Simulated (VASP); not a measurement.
ZrH:

```
Zr H
1.0
     3.24279    0.00000    0.00000
     0.00000    3.24279    0.00000
     0.00000    0.00000    4.94800
Zr H
2 2
Cartesian
  0.0000 1.6214 0.0000
  1.6214 0.0000 2.4740
  0.0000 0.0000 3.7110
  0.0000 0.0000 1.2370
```

* Program: VASP 6.6.1
* Task: relaxation of cell and atoms
* Functional: PBEsol
* Potentials or basis: VASP PAW PBE potentials, release 64 (Zr_sv, H)
* Cutoff: 600 eV
* k mesh: 14 × 14 × 8
* Occupations: gaussian, width 0.1 eV
* Spin: no spin polarisation

At the start: pressure -2.5 GPa; volume 13.01 Å³/atom.

Question: Where does the relaxation end?

Answer: Over 6 steps the energy falls by 3.6 meV/atom and the volume is 12.71 Å³/atom (-2.3 %); space group P4_2/mmc (No. 131, to 0.1 Å) before and after.

The path:
| step | energy change (eV) | largest force (eV/Å) | pressure (GPa) | volume (Å³) |
| --- | --- | --- | --- | --- |
| 1 | 0.0000 | 0.0000 | -2.52 | 52.03 |
| 2 | -0.0101 | 0.0000 | 0.99 | 50.51 |
| 3 | -0.0108 | 0.0000 | 0.26 | 50.81 |
| 4 | -0.0127 | 0.0000 | 0.19 | 50.82 |
| 5 | -0.0142 | 0.0000 | 0.05 | 50.83 |
| 6 | -0.0143 | 0.0000 | 0.04 | 50.83 |

Final structure:
```
CELL_PARAMETERS angstrom
3.19101 0.00000 0.00000
0.00000 3.19101 0.00000
0.00000 0.00000 4.99171
ATOMIC_POSITIONS crystal
Zr 0.00000 0.50000 0.00000
Zr 0.50000 0.00000 0.50000
H 0.00000 0.00000 0.75000
H 0.00000 0.00000 0.25000
```

Caveat: the PAW data sets were made with another functional, which shifts forces and pressure a little.
